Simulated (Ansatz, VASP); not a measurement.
# Cu3Si4Sb in VASP and in Ansatz

```
CELL_PARAMETERS angstrom
0.00000 5.21378 0.00000
5.21378 0.00000 0.00000
2.60689 2.60689 -5.19453
ATOMIC_POSITIONS crystal
Cu 0.50000 0.50000 0.00000
Cu 0.75000 0.25000 0.50000
Cu 0.25000 0.75000 0.50000
Sb 0.00000 0.00000 0.00000
Si 0.61081 0.61081 0.26258
Si 0.38919 0.87339 0.73742
Si 0.12661 0.12661 0.26258
Si 0.87339 0.38919 0.73742
```

Alike in both runs: task single point; functional PBE; k mesh 5 × 5 × 5; collinear spin.

```csv
,VASP,Ansatz
version,VASP 6.6.1,Ansatz 0.2.0
potentials or method,"VASP PAW PBE potentials, release 64 (Cu, Sb, Si), cutoff 520 eV",PAW plane waves
occupations,"fermi-dirac, width 0.1 eV",fermi-dirac
valence electrons in the cell,54,88
```

VASP gave:

* pressure (GPa): 19.2
* rms of the force components (eV/Å): 1.012
* net moment per atom (μB): 0.00

**Question.** Which values does Ansatz return?

**Answer.** Pressure (GPa): 18.8; rms of the force components (eV/Å): 0.982; net moment per atom (μB): 0.00.

VASP's potentials hold 54 valence electrons a cell and Ansatz's 88, so a difference there can come from the potentials and not from the codes. Ansatz's warnings: seeded moment not kept, structure snapped to symmetry.

Neither program's run includes spin-orbit coupling.
